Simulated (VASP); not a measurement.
A run of VASP 6.6.1 is set up as follows.

File INCAR:

```
  PREC = Accurate
  ENCUT = 520
  EDIFF = 1E-7
  ISMEAR = -1
  SIGMA = 0.05
  LREAL = False
  LASPH = True
  NELM = 100
  ALGO = Normal
  ISIF = 2
  LWAVE = False
  LCHARG = True
  GGA = PE
  LELF = True
  LVHAR = True
  NBANDS = 51
```

The input KPOINTS:

```
regular mesh
0
Gamma
  7 7 4
```

File POSCAR:

```
BaTiO3
1.0
   -3.9998000000      0.0000000000      0.0000000000
    0.0000000000      0.0000000000     -4.0180000000
    0.0000000000     -7.9996000000      0.0000000000
Ba Ti O
2 2 6
Direct
    0.0014435500      0.0230418600      0.5075926300
    0.9985564500      0.9769581400      0.9924073700
    0.4803298900      0.5631888500      0.2357999500
    0.5196701100      0.4728111500      0.7642000500
    0.4938005300      0.9659728700      0.2581500200
    0.5061994700      0.0020271300      0.7418499800
    0.5076103700      0.4993320300      0.5074435600
    0.4923896300      0.4706679700      0.9925564400
    0.0152243000      0.4884056200      0.2711337500
    0.9847757000      0.4815943800      0.7288662500
```

Potentials or basis: VASP PAW PBE potentials, release 64 (Ba_sv, Ti_sv, O).

Run with:

```sh
$ cat potpaw_PBE.64/Ba_sv/POTCAR potpaw_PBE.64/Ti_sv/POTCAR potpaw_PBE.64/O/POTCAR > POTCAR
$ mpirun -np 1 vasp_std > vasp.out
```

Task: What does it give for the band gap on the k mesh?

Result: 1.35 eV (least direct gap 1.51 eV).

Task: Estimate the largest force.

Result: 6.960 eV/Å.

Forces in eV/Å, atoms in the order of the input:
```
Ba  -0.033  0.536  0.712
Ba  -0.037  0.072 -0.626
Ti  -0.100 -3.810  5.823
Ti   0.019  5.534 -0.109
O   -0.371  1.002 -4.549
O    0.350 -1.654  0.369
O    0.296  0.574 -0.086
O   -0.051 -1.951 -0.564
O    0.414  2.225 -0.353
O   -0.487 -2.527 -0.618
```

Caveat: spin-orbit coupling is left out, which moves the levels of the heavy elements; forces of over 1 eV/Å act on the atoms, so gaps and moduli don't describe the material at rest. A k mesh can miss the band edges.
